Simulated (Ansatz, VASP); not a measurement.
**CaO in VASP and in Ansatz**

The input INCAR:

```
PREC = Accurate
ENCUT = 520
EDIFF = 1E-7
ISMEAR = 0
SIGMA = 0.05
LREAL = F
LASPH = T
NELM = 80
ALGO = Normal
ISIF = 2
LWAVE = F
LCHARG = F
GGA = PE
NBANDS = 15
```

Contents of KPOINTS:

```
Automatic mesh
0
Gamma
  6 6 6
```

The input POSCAR:

```
CaO
1.0
    0.0000000000      2.6218925023      2.6218925023
    2.6218925023      0.0000000000      2.6218925023
    2.6218925023      2.6218925023      0.0000000000
Ca O
1 1
Direct
    0.0000000000      0.0000000000      0.0000000000
    0.2500000000      0.2500000000      0.2500000000
```

Input for Ansatz:

```yaml
crystal:
  lattice:
    - [0.0, 2.6218925023, 2.6218925023]
    - [2.6218925023, 0.0, 2.6218925023]
    - [2.6218925023, 2.6218925023, 0.0]
  atoms:
    - { symbol: Ca, position: [0.0, 0.0, 0.0] }
    - { symbol: O, position: [0.25, 0.25, 0.25] }
basis:
  ecutwfc: 420
  ecutrho_ratio: 4
kpoints:
  mp_grid: { grid: [6, 6, 6] }
hamiltonian:
  xc: pbe
scf:
  occupations: { method: gaussian, width: 0.05 }
output:
  forces: true
  stress: true
  eigenvalues: true
```

Alike in both runs: task single point; functional PBE; k mesh 6 × 6 × 6; occupations gaussian, width 0.05 eV; no spin polarisation.

```csv
,VASP,Ansatz
version,VASP 6.6.1,Ansatz 0.2.0
potentials or method,"VASP PAW PBE potentials, release 64 (Ca_sv, O), cutoff 520 eV","scalar-relativistic, plane waves, PAW"
valence electrons in the cell,16,16
```

```csv
,VASP,Ansatz,Ansatz less VASP
gap on the k mesh at the Fermi level (eV),3.27,3.27,+0.007
least direct gap on the mesh (eV),3.86,3.86,+0.002
pressure (GPa),0.4,0.0,-0.45
```

With one functional, cell and mesh, what is left measures potentials, basis and numerics.
